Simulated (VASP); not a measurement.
A run of VASP 6.6.1 is set up as follows.

The input INCAR:

```
SYSTEM = CdSe
ALGO = Normal
EDIFF = 1E-7
EDIFFG = -0.01
ENCUT = 600
IBRION = 2
ISIF = 3
ISMEAR = -1
LASPH = .True.
LCHARG = .False.
LREAL = .False.
LWAVE = .False.
NELM = 100
NSW = 60
PREC = Accurate
SIGMA = 0.05
```

File KPOINTS:

```
k-points
0
Gamma
  8 8 8
  0 0 0
```

POSCAR

```
CdSe
1.0
    0.0000000000      2.8739580000      2.8739580000
    2.8739580000      0.0000000000      2.8739580000
    2.8739580000      2.8739580000      0.0000000000
Cd Se
1 1
Direct
    0.0000000000      0.0000000000      0.0000000000
    0.5000000000      0.5000000000      0.5000000000
```

Potentials or basis: VASP PAW LDA potentials, release 64 (Cd, Se).

Run with:

```sh
$ cat potpaw_LDA.64/Cd/POTCAR potpaw_LDA.64/Se/POTCAR > POTCAR
$ mpirun -np 1 vasp_std > vasp.out
```

Task: What does it give for the relaxed volume?

Result: 21.71 Å³/atom.

Task: What does it give for the relaxed cell?

Result: a = 3.945 Å, b = 3.945 Å, c = 3.945 Å, α = 60.00°, β = 60.00°, γ = 60.00°.

Task: Estimate the space group after relaxing (to 0.1 Å).

Result: Fm-3m (No. 225).

Task: Predict the band gap on the k mesh.

Result: Zero (bands 9 and 10 overlap by 0.67 eV).

Final structure:
```
Cd Se
1.0
     0.00000    2.78961    2.78961
     2.78961    0.00000    2.78961
     2.78961    2.78961    0.00000
Cd Se
1 1
Direct
  0.00000 0.00000 0.00000
  0.50000 0.50000 0.50000
```

Caveat: semilocal functionals underestimate gaps, so a narrow gap can read as zero.
